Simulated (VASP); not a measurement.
Set up this calculation in VASP 6.6.1, as the native input.

```yaml
Task: G0W0 quasiparticle levels
Functional: PBE
Potentials_or_basis: VASP PAW PBE potentials, release 64 (B_GW, N_GW)
Cutoff: 500 eV
k_mesh: 6 × 6 × 6
Occupations: gaussian, width 0.01 eV
Spin: no spin polarisation
Dipole_correction: no
GW_scheme: G0W0
GW_iterations: 1
Cutoff_of_the_response_function: 150
Frequency_points: 96
Empty_bands: 51
Further_INCAR_settings: ALGO = EVGW0; EDIFF = 1e-08; NBANDS = 55
```

Crystal: BN.

```
B N
1.0
     0.00000    1.85897    1.78138
     1.85897    0.00000    1.78138
     1.85897    1.85897    0.00000
B N
1 1
Direct
  0.00000 0.00000 0.00000
  0.25000 0.25000 0.25000
```

These files were run (other wordings do the same):

POSCAR

```
BN
1.0
    0.0000000000      1.8589702290      1.7813838459
    1.8589702290      0.0000000000      1.7813838459
    1.8589702290      1.8589702290      0.0000000000
B N
1 1
Direct
    0.0000000000      0.0000000000      0.0000000000
    0.2500000000      0.2500000000      0.2500000000
```

INCAR.step1

```
SYSTEM = BN
PREC     = Accurate       ! precision mode
ENCUT    = 500            ! plane-wave cutoff, eV
EDIFF    = 1E-8           ! SCF threshold, eV
ISMEAR   = 0              ! smearing method
SIGMA    = 0.01           ! smearing width, eV
LREAL    = .False.        ! projectors in reciprocal space
LASPH    = .True.         ! aspherical terms in the spheres
NELM     = 80             ! most SCF steps
ALGO     = Normal         ! electronic algorithm
LWAVE    = .True.         ! write WAVECAR
LCHARG   = .False.        ! write CHGCAR
GGA      = PE             ! functional
```

INCAR.step2

```
SYSTEM = BN
PREC     = Accurate       ! precision mode
ENCUT    = 500            ! plane-wave cutoff, eV
EDIFF    = 1E-8           ! SCF threshold, eV
ISMEAR   = 0              ! smearing method
SIGMA    = 0.01           ! smearing width, eV
LREAL    = .False.        ! projectors in reciprocal space
LASPH    = .True.         ! aspherical terms in the spheres
NELM     = 1              ! most SCF steps
ALGO     = Exact          ! electronic algorithm
LWAVE    = .True.         ! write WAVECAR
LCHARG   = .False.        ! write CHGCAR
GGA      = PE             ! functional
NBANDS   = 55             ! bands
LOPTICS  = .True.         ! frequency-dependent dielectric function
ISTART   = 1
```

INCAR.step3

```
SYSTEM = BN
PREC     = Accurate       ! precision mode
ENCUT    = 500            ! plane-wave cutoff, eV
EDIFF    = 1E-8           ! SCF threshold, eV
ISMEAR   = 0              ! smearing method
SIGMA    = 0.01           ! smearing width, eV
LREAL    = .False.        ! projectors in reciprocal space
LASPH    = .True.         ! aspherical terms in the spheres
ALGO     = EVGW0          ! electronic algorithm
LWAVE    = .False.        ! write WAVECAR
LCHARG   = .False.        ! write CHGCAR
GGA      = PE             ! functional
NELMGW   = 1            
NBANDS   = 55             ! bands
ENCUTGW  = 150.0          ! cutoff of the response function
NOMEGA   = 96             ! frequency points
PRECFOCK = Fast         
ISTART   = 1            
NBANDSGW = 12           
OMEGAMAX = 30
```

KPOINTS

```
regular mesh
0
Gamma
  6 6 6
  0 0 0
```

Potentials or basis: VASP PAW PBE potentials, release 64 (B_GW, N_GW).

Command:

```sh
$ cat potpaw_PBE.64/B_GW/POTCAR potpaw_PBE.64/N_GW/POTCAR > POTCAR
$ cp INCAR.step1 INCAR
$ mpirun -np 1 vasp_std > vasp.out
$ cp INCAR.step2 INCAR
$ mpirun -np 1 vasp_std > vasp.out
$ cp INCAR.step3 INCAR
$ mpirun -np 1 vasp_std > vasp.out
```

It gave:

```json
{
 "Quasiparticle gap": "5.14 eV",
 "Least direct quasiparticle gap": "10.22 eV",
 "Band gap of the starting levels on the mesh": "3.71 eV",
 "Least direct gap of the starting levels on the mesh": "8.18 eV"
}
```

Caveat: the k points lie up to 0.50 Å⁻¹ apart; bands, screening cutoff and mesh are small and nothing is extrapolated, so the quasiparticle values aren't converged.

Wall time 2.9 min on 1 thread of Intel Xeon 8259CL, on a shared host, peak memory 0.26 GiB.
